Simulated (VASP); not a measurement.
# K (Im-3m) in VASP: further runs

K is run at these levels: PBEsol; tasks: single point.

Everything below comes from runs of VASP 6.6.1. Logs are shortened: lines on timing, memory, paths and dates and some standing lists are left out, and cuts for length are marked.

### Step 1. The cell of the first run

It takes space group Im-3m (No. 229, cubic). The conventional cell has a = 4.476 Å, b = 4.476 Å, c = 4.476 Å, α = 90.00°, β = 90.00°, γ = 90.00°. Within 5.1 Å of K (site symmetry m-3m) lie 14 K at 3.88 to 4.48 Å.

### Step 2. Single point, PBEsol

Contents of INCAR:

```
ALGO     = Normal         # electronic algorithm
EDIFF    = 1E-6           # SCF threshold, eV
ENCUT    = 520            # plane-wave cutoff, eV
GGA      = PS             # functional
ISIF     = 2              # what is computed and relaxed
ISMEAR   = -1             # smearing method
LASPH    = T              # aspherical terms in the spheres
LCHARG   = T              # write CHGCAR
LELF     = T              # ELF
LREAL    = F              # projectors in reciprocal space
LVHAR    = T            
LWAVE    = F              # write WAVECAR
NBANDS   = 10             # bands
NELM     = 60             # most SCF steps
PREC     = Accurate       # precision mode
SIGMA    = 0.05           # smearing width, eV
```

Contents of KPOINTS:

```
k-points
0
Gamma
  16 16 16
```

Contents of POSCAR:

```
K
1.0
   -2.2381874331      2.2381874331      2.2381874331
    2.2381874331     -2.2381874331      2.2381874331
    2.2381874331      2.2381874331     -2.2381874331
K
1
Direct
    0.0000000000      0.0000000000      0.0000000000
```

Potentials or basis: VASP PAW PBE potentials, release 64 (K_sv).

The run is started by

```console
$ cat potpaw_PBE.64/K_sv/POTCAR > POTCAR
$ mpirun -np 1 vasp_std > vasp.out
```

OUTCAR:

```text
EDIFF = 1E-6
   ENCUT = 520
   GGA = PS
   ISIF = 2
   ISMEAR = -1
   LASPH = T
   LREAL = F
   NELM = 60
   PREC = Accurate

 ion  position               nearest neighbor table
   1  0.000  0.000  0.000-

  LATTYP: Found a body centered cubic cell.
 ALAT       =     4.4763748662

  Lattice vectors:

 A1 = (  -2.2381874331,   2.2381874331,   2.2381874331)
 A2 = (   2.2381874331,  -2.2381874331,   2.2381874331)
 A3 = (   2.2381874331,   2.2381874331,  -2.2381874331)

Analysis of symmetry for initial positions (statically):
=====================================================================
 Subroutine PRICEL returns:
 Original cell was already a primitive cell.

 Routine SETGRP: Setting up the symmetry group for a
 body centered cubic supercell.

 Subroutine GETGRP returns: Found 48 space group operations
 (whereof 48 operations were pure point group operations)
 out of a pool of 48 trial point group operations.

The static configuration has the point symmetry O_h .

Analysis of symmetry for dynamics (positions and initial velocities):
=====================================================================
 Subroutine PRICEL returns:
 Original cell was already a primitive cell.

 Routine SETGRP: Setting up the symmetry group for a
 body centered cubic supercell.

 Subroutine GETGRP returns: Found 48 space group operations
 (whereof 48 operations were pure point group operations)
 out of a pool of 48 trial point group operations.

The dynamic configuration has the point symmetry O_h .

 Subroutine INISYM returns: Found 48 space group operations
 (whereof 48 operations are pure point group operations),
 and found     1 'primitive' translations

----------------------------------------------------------------------------------------

                                     Primitive cell

  volume of cell :      44.8486

  direct lattice vectors                    reciprocal lattice vectors
    -2.238187433  2.238187433  2.238187433     0.000000000  0.223395053  0.223395053
     2.238187433 -2.238187433  2.238187433     0.223395053  0.000000000  0.223395053
     2.238187433  2.238187433 -2.238187433     0.223395053  0.223395053  0.000000000

  length of vectors
     3.876654351  3.876654351  3.876654351     0.315928314  0.315928314  0.315928314

  position of ions in fractional coordinates (direct lattice)
     0.000000000  0.000000000  0.000000000

  ion indices of the primitive-cell ions
   primitive index   ion index
                 1           1

----------------------------------------------------------------------------------------

 KPOINTS: k-points

Automatic generation of k-mesh.
 Grid dimensions read from file:
 generate k-points for:   16   16   16

 Generating k-lattice:

  Cartesian coordinates                     Fractional coordinates (reciprocal lattice)
     0.000000000  0.013962191  0.013962191     0.062500000  0.000000000  0.000000000
     0.013962191  0.000000000  0.013962191     0.000000000  0.062500000  0.000000000
     0.013962191  0.013962191  0.000000000     0.000000000  0.000000000  0.062500000

  Length of vectors
     0.019745520  0.019745520  0.019745520

  Shift w.r.t. Gamma in fractional coordinates (k-lattice)
     0.000000000  0.000000000  0.000000000

 Subroutine IBZKPT returns following result:
 ===========================================

 Found    145 irreducible k-points:

 Following reciprocal coordinates:
            Coordinates               Weight
  0.000000  0.000000  0.000000      1.000000
  0.062500  0.000000  0.000000     12.000000
  0.125000  0.000000  0.000000     12.000000
  0.187500  0.000000  0.000000     12.000000
  0.250000  0.000000  0.000000     12.000000
  0.312500  0.000000  0.000000     12.000000
[... 16 lines left out ...]
  0.187500  0.187500  0.000000     24.000000
  0.250000  0.187500  0.000000     48.000000
 [... further k-points ...]
   k-points           NKPTS =    145   k-points in BZ     NKDIM =    145   number of bands    NBANDS=     10
   number of dos      NEDOS =    301   number of ions     NIONS =      1
   total plane-waves  NPLWV =  27000
   dimension x,y,z NGX =    30 NGY =   30 NGZ =   30
   dimension x,y,z NGXF=    60 NGYF=   60 NGZF=   60
   ions per type =               1
   NGX,Y,Z   is equivalent  to a cutoff of  12.87, 12.87, 12.87 a.u.
   NGXF,Y,Z  is equivalent  to a cutoff of  25.73, 25.73, 25.73 a.u.
 SYSTEM =  unknown system
   PREC   = accura    normal or accurate (medium, high low for compatibility)
   ISTART =      0    job   : 0-new  1-cont  2-samecut
   ICHARG =      2    charge: 1-file 2-atom 10-const
   ISPIN  =      1    spin polarized calculation?
   LNONCOLLINEAR =      F non collinear calculations
   LSORBIT =      F    spin-orbit coupling
   LASPH  =      T    aspherical Exc in radial PAW
   ENCUT  =  520.0 eV  38.22 Ry    6.18 a.u.   7.21  7.21  7.21*2*pi/ulx,y,z
   NELM   =     60;   NELMIN=  2; NELMDL= -5     # of ELM steps
   EDIFF  = 0.1E-05   stopping-criterion for ELM
   LREAL  =      F    real-space projection
   EDIFFG = 0.1E-04   stopping-criterion for IOM
   NSW    =      0    number of steps for IOM
   IBRION =     -1    ionic relax: 0-MD 1-quasi-New 2-CG
   NFREE  =      0    steps in history (QN), initial steepest desc. (CG)
   ISIF   =      2    stress and relaxation
   ISYM   =      2    0-nonsym 1-usesym 2-fastsym
   POTIM  = 0.5000    time-step for ionic-motion
   TEBEG  =    0.0;   TEEND  =   0.0 temperature during run
   PSTRESS=    0.0 pullay stress
   NELECT =       9.0000    total number of electrons
   NUPDOWN=      -1.0000    fix difference up-down
   EMIN   =  10.00;   EMAX   =-10.00  energy-range for DOS
   EFERMI =   0.00;   METHOD = LEGACY
   ISMEAR =    -1;   SIGMA  =   0.05  broadening in eV -4-tet -1-fermi 0-gaus
   EFERMI_NEDOS =   21; number of points for ismear=-14 and -15
   IALGO  =     38    algorithm
   IMIX   =      4    mixing-type and parameters
     AMIX     =   0.40;   BMIX     =  1.00
     AMIX_MAG =   1.60;   BMIX_MAG =  1.00
  volume/ion in A,a.u.               =      44.85       302.65
  Fermi-wavevector in a.u.,A,eV,Ry     =   0.958457  1.811221 12.498849  0.918639
  Thomas-Fermi vector in A             =   2.087566
   LORBIT       =      0    0 simple, 1 ext, 2 COOP (PROOUT), +10 PAW based schemes
   GGA     = PS    functional components
   LHFCALC =     F    Hartree Fock is set to
   AEXX    =    0.0000 exact exchange contribution
   IVDW    =     0    specifies the selected vdW correction
   LEPSILON=     F    determine dielectric tensor
   LRPA    =     F    only Hartree local field effects (RPA)
 non-spin polarized calculation
  energy-cutoff  :      520.00
  volume of cell :       44.85
 maximum number of plane-waves:      1264
 NGX is ok and might be reduce to    30
   NGX = 15   NGY = 15   NGZ = 15

 number of electron       9.0000000 magnetization

 Free energy of the ion-electron system (eV)
  ---------------------------------------------------
  ext. energy  EPLUGINS =         0.00000000
  ---------------------------------------------------
  free energy    TOTEN  =        -0.90971135 eV

  energy without entropy =       -0.90374584  energy(sigma->0) =       -0.90672860

 E-fermi :   1.2504     XC(G=0):  -7.1015

 val. band max:        1.2473542611   @ k =  -0.3750   0.4375   0.1250
 cond. band min:       1.2734161784   @ k =   0.3125   0.1875   0.0000
 fundamental gap:      0.0260619173
 Fermi energy:         1.2504188193

 k-point     1 :       0.0000    0.0000    0.0000
  band No.  band energies     occupation
      1     -30.6420      2.00000
      2     -14.0449      2.00000
      3     -14.0449      2.00000
      4     -14.0449      2.00000
      5      -1.6983      2.00000
      6       5.8715      0.00000
      7       5.8715      0.00000
      8       5.8715      0.00000
      9       7.1908      0.00000
     10       7.1908      0.00000

 k-point     2 :       0.0625    0.0000    0.0000
  band No.  band energies     occupation
      1     -30.6406      2.00000
      2     -14.0591      2.00000
      3     -14.0490      2.00000
      4     -14.0450      2.00000
      5      -1.6225      2.00000
      6       5.7856      0.00000
      7       5.8017      0.00000
      8       5.9409      0.00000
      9       7.0548      0.00000
     10       7.1781      0.00000

 k-point     3 :       0.1250    0.0000    0.0000
  band No.  band energies     occupation
      1     -30.6364      2.00000
      2     -14.0989      2.00000
      3     -14.0607      2.00000
      4     -14.0454      2.00000
      5      -1.3997      2.00000
      6       5.5152      0.00000
      7       5.5624      0.00000
      8       6.1474      0.00000
      9       6.8733      0.00000
     10       7.1547      0.00000

 k-point     4 :       0.1875    0.0000    0.0000
  band No.  band energies     occupation
      1     -30.6301      2.00000
      2     -14.1575      2.00000
      3     -14.0781      2.00000
      4     -14.0459      2.00000
      5      -1.0430      2.00000
      6       4.9932      0.00000
      7       5.2727      0.00000
      8       6.4860      0.00000
      9       6.8705      0.00000
     10       7.1526      0.00000

 k-point     5 :       0.2500    0.0000    0.0000
  band No.  band energies     occupation
      1     -30.6227      2.00000
      2     -14.2252      2.00000
      3     -14.0986      2.00000
      4     -14.0466      2.00000
      5      -0.5735      2.00000
      6       4.3826      0.00000
      7       4.9788      0.00000
      8       6.9481      0.00000
      9       6.9829      0.00000
     10       7.2027      0.00000

 k-point     6 :       0.3125    0.0000    0.0000
  band No.  band energies     occupation
      1     -30.6153      2.00000
      2     -14.2913      2.00000
      3     -14.1188      2.00000
      4     -14.0473      2.00000
      5      -0.0203      2.00000
      6       3.7785      0.00000
      7       4.7215      0.00000
      8       7.1056      0.00000
      9       7.3245      0.00000
     10       7.5200      0.00000
[... 183 lines left out ...]
 k-point    21 :       0.3750    0.1250    0.0000
  band No.  band energies     occupation
      1     -30.6033      2.00000
      2     -14.3670      2.00000
      3     -14.1637      2.00000
      4     -14.0656      2.00000
      5       1.3470      0.25332
      6       2.7226      0.00000
      7       4.2033      0.00000
      8       6.9173      0.00000
      9       7.8137      0.00000
     10       8.7725      0.00000

 k-point    22 :       0.4375    0.1250    0.0000
  band No.  band energies     occupation
      1     -30.6019      2.00000
      2     -14.3770      2.00000
      3     -14.1690      2.00000
      4     -14.0659      2.00000
      5       1.7090      0.00021
      6       2.3955      0.00000
      7       4.1637      0.00000
      8       6.8945      0.00000
      9       7.8700      0.00000
     10       9.2289      0.00000

 k-point    23 :       0.1875    0.1875    0.0000
  band No.  band energies     occupation
      1     -30.6136      2.00000
      2     -14.2835      2.00000
      3     -14.1253      2.00000
      4     -14.0696      2.00000
      5       0.1161      2.00000
      6       3.8970      0.00000
      7       4.4379      0.00000
      8       6.7601      0.00000
      9       7.5016      0.00000
     10       7.7578      0.00000

 k-point    24 :       0.2500    0.1875    0.0000
  band No.  band energies     occupation
      1     -30.6078      2.00000
      2     -14.3183      2.00000
      3     -14.1537      2.00000
      4     -14.0742      2.00000
      5       0.6790      1.99998
      6       3.4655      0.00000
      7       4.1803      0.00000
      8       6.8768      0.00000
      9       7.6850      0.00000
     10       8.0448      0.00000

 [... further k-points ...]

------------------------ aborting loop because EDIFF is reached ----------------------------------------

  FORCE on cell =-STRESS in cart. coord.  units (eV):
  Direction    XX          YY          ZZ          XY          YZ          ZX
  --------------------------------------------------------------------------------------
  -------------------------------------------------------------------------------------
  Total        1.1174800      1.1174800      1.1174800      0.0000000      0.0000000      0.0000000
  in kB       39.9209610     39.9209610     39.9209610      0.0000000      0.0000000      0.0000000
  external PRESSURE =      39.9209610 kB  Pullay stress =       0.0000000 kB

 VOLUME and BASIS-vectors are now :
 -----------------------------------------------------------------------------
  energy-cutoff  :      520.00
  volume of cell :       44.85
      direct lattice vectors                 reciprocal lattice vectors
    -2.238187433  2.238187433  2.238187433     0.000000000  0.223395053  0.223395053
     2.238187433 -2.238187433  2.238187433     0.223395053  0.000000000  0.223395053
     2.238187433  2.238187433 -2.238187433     0.223395053  0.223395053  0.000000000

 POSITION                                       TOTAL-FORCE (eV/Angst)
 -----------------------------------------------------------------------------------
      0.00000      0.00000      0.00000         0.000000     -0.000000      0.000000
 -----------------------------------------------------------------------------------
    total drift:                               -0.000000     -0.000000      0.000000

  FREE ENERGIE OF THE ION-ELECTRON SYSTEM (eV)
  ---------------------------------------------------
  free  energy   TOTEN  =        -0.9097113543 eV

  energy  without entropy=       -0.9037458415  energy(sigma->0) =       -0.90672860
```

Run time: 54 s. Hardware: 1 thread of Intel Xeon 6975P-C, shared host; peak memory 0.21 GiB.

What came out:

```yaml
Free_energy: -0.9097 eV
Pressure: 4.0 GPa
```

Caveat: the PAW data sets were made with another functional, which shifts forces and pressure a little.

### Step 3. Single point, PBEsol

This run uses another cell than the first one, of 52.46 Å³/atom, 1.170 times its volume.

Contents of INCAR:

```
SYSTEM = K
PREC = Accurate
ENCUT = 520
EDIFF = 1E-7
ISMEAR = -1
SIGMA = 0.05
LREAL = .False.
LASPH = .True.
NELM = 100
ALGO = Normal
ISIF = 2
LWAVE = .False.
LCHARG = .False.
GGA = PS
NBANDS = 10
```

Contents of KPOINTS:

```
regular mesh
0
Gamma
  16 16 16
  0 0 0
```

Contents of POSCAR:

```
K
1.0
   -2.3582077089      2.3582077089      2.3582077089
    2.3582077089     -2.3582077089      2.3582077089
    2.3582077089      2.3582077089     -2.3582077089
K
1
Direct
    0.0000000000      0.0000000000      0.0000000000
```

Potentials or basis: VASP PAW PBE potentials, release 64 (K_sv).

The run is started by

```console
$ cat potpaw_PBE.64/K_sv/POTCAR > POTCAR
$ mpirun -np 1 vasp_std > vasp.out
```

Run time: 52 s. Hardware: 1 thread of Intel Xeon 6975P-C, shared host; peak memory 0.21 GiB.

It converged, with:

* Free energy: -1.0469 eV
* Pressure: 2.0 GPa

Levels at points of the mesh, in eV from the Fermi level:
```tsv
k point	band 1	band 2	band 3	band 4	band 5	band 6	band 7	band 8
(0.00, 0.00, 0.00)	-31.87	-15.33	-15.33	-15.33	-2.69	4.56	4.56	4.56
(0.50, 0.00, 0.00)	-31.85	-15.54	-15.39	-15.33	0.35	0.93	3.18	5.57
(0.50, 0.50, 0.50)	-31.83	-15.47	-15.47	-15.47	1.39	1.39	4.51	4.51
```

Caveat: the PAW data sets were made with another functional, which shifts forces and pressure a little.

### Step 4. Single point, PBEsol

This run uses another cell than the first one, of 58.56 Å³/atom, 1.306 times its volume.

Contents of INCAR:

```
ALGO = Normal ; EDIFF = 1E-7
ENCUT = 520 ; GGA = PS
ISIF = 2 ; ISMEAR = -1
LASPH = T ; LCHARG = F
LREAL = F ; LWAVE = F
NBANDS = 10 ; NELM = 100
PREC = Accurate ; SIGMA = 0.05
```

Contents of KPOINTS:

```
k-points
0
Gamma
  16 16 16
```

Contents of POSCAR:

```
K
1.0
   -2.4463871632      2.4463871632      2.4463871632
    2.4463871632     -2.4463871632      2.4463871632
    2.4463871632      2.4463871632     -2.4463871632
K
1
Direct
    0.0000000000      0.0000000000      0.0000000000
```

Potentials or basis: VASP PAW PBE potentials, release 64 (K_sv).

The run is started by

```console
$ cat potpaw_PBE.64/K_sv/POTCAR > POTCAR
$ mpirun -np 1 vasp_std > vasp.out
```

OUTCAR:

```text
EDIFF = 1E-7
   ENCUT = 520
   GGA = PS
   ISIF = 2
   ISMEAR = -1
   LASPH = T
   LREAL = F
   NELM = 100
   PREC = Accurate

 ion  position               nearest neighbor table
   1  0.000  0.000  0.000-

  LATTYP: Found a body centered cubic cell.
 ALAT       =     4.8927743264

  Lattice vectors:

 A1 = (  -2.4463871632,   2.4463871632,   2.4463871632)
 A2 = (   2.4463871632,  -2.4463871632,   2.4463871632)
 A3 = (   2.4463871632,   2.4463871632,  -2.4463871632)

[... 479 lines left out ...]
      1     -31.4861      2.00000
      2     -15.0978      2.00000
      3     -15.0280      2.00000
      4     -14.9927      2.00000
      5      -0.1500      1.99996
      6       2.6009      0.00000
      7       3.2857      0.00000
      8       5.6572      0.00000
      9       6.0850      0.00000
     10       6.5589      0.00000

 [... further k-points ...]
[... 5 lines left out ...]
  --------------------------------------------------------------------------------------
  -------------------------------------------------------------------------------------
  Total        0.3684035      0.3684035      0.3684035      0.0000000      0.0000000      0.0000000
  in kB       10.0785669     10.0785669     10.0785669      0.0000000      0.0000000      0.0000000
  external PRESSURE =      10.0785669 kB  Pullay stress =       0.0000000 kB

 VOLUME and BASIS-vectors are now :
 -----------------------------------------------------------------------------
  energy-cutoff  :      520.00
  volume of cell :       58.56
      direct lattice vectors                 reciprocal lattice vectors
    -2.446387163  2.446387163  2.446387163     0.000000000  0.204383021  0.204383021
     2.446387163 -2.446387163  2.446387163     0.204383021  0.000000000  0.204383021
     2.446387163  2.446387163 -2.446387163     0.204383021  0.204383021  0.000000000

 POSITION                                       TOTAL-FORCE (eV/Angst)
 -----------------------------------------------------------------------------------
      0.00000      0.00000      0.00000        -0.000000      0.000000     -0.000000
 -----------------------------------------------------------------------------------
    total drift:                                0.000000      0.000000     -0.000000

  FREE ENERGIE OF THE ION-ELECTRON SYSTEM (eV)
  ---------------------------------------------------
  free  energy   TOTEN  =        -1.1026712109 eV

  energy  without entropy=       -1.0968262829  energy(sigma->0) =       -1.09974875
```

Wall time 46 s (1 thread of Intel Xeon 6975P-C, shared host); peak memory 0.22 GiB.

What came out:

```yaml
Free_energy: -1.1027 eV
Pressure: 1.0 GPa
```

Levels at points of the mesh, in eV from the Fermi level:
| k point | band 1 | band 2 | band 3 | band 4 | band 5 | band 6 | band 7 | band 8 |
| --- | --- | --- | --- | --- | --- | --- | --- | --- |
| (0.00, 0.00, 0.00) | -31.89 | -15.37 | -15.37 | -15.37 | -2.51 | 4.49 | 4.49 | 4.49 |
| (0.50, 0.00, 0.00) | -31.87 | -15.52 | -15.42 | -15.37 | 0.40 | 0.83 | 3.20 | 5.35 |
| (0.50, 0.50, 0.50) | -31.87 | -15.48 | -15.48 | -15.48 | 1.51 | 1.51 | 4.13 | 4.13 |

Caveat: the PAW data sets were made with another functional, which shifts forces and pressure a little.

### Step 5. Summary

| cell | gap on the mesh (eV) | pressure (GPa) |
| --- | --- | --- |
| a = 3.877 Å, angles 109.5°, 1 atom | none | 4.0 |
| a = 4.085 Å, angles 109.5°, 1 atom | none | 2.0 |
| a = 4.237 Å, angles 109.5°, 1 atom | none | 1.0 |

Alike in all rows: task single point; level PBEsol; potentials or basis VASP PAW PBE potentials, release 64 (K_sv); no spin polarisation; k mesh 16 × 16 × 16; cutoff (eV) 520; smearing fermi-dirac 0.05 eV.

Caveats: the PAW data sets were made with another functional, which shifts forces and pressure a little.

Total energies depend on the potentials used, so only differences within one code and one set of settings carry meaning.
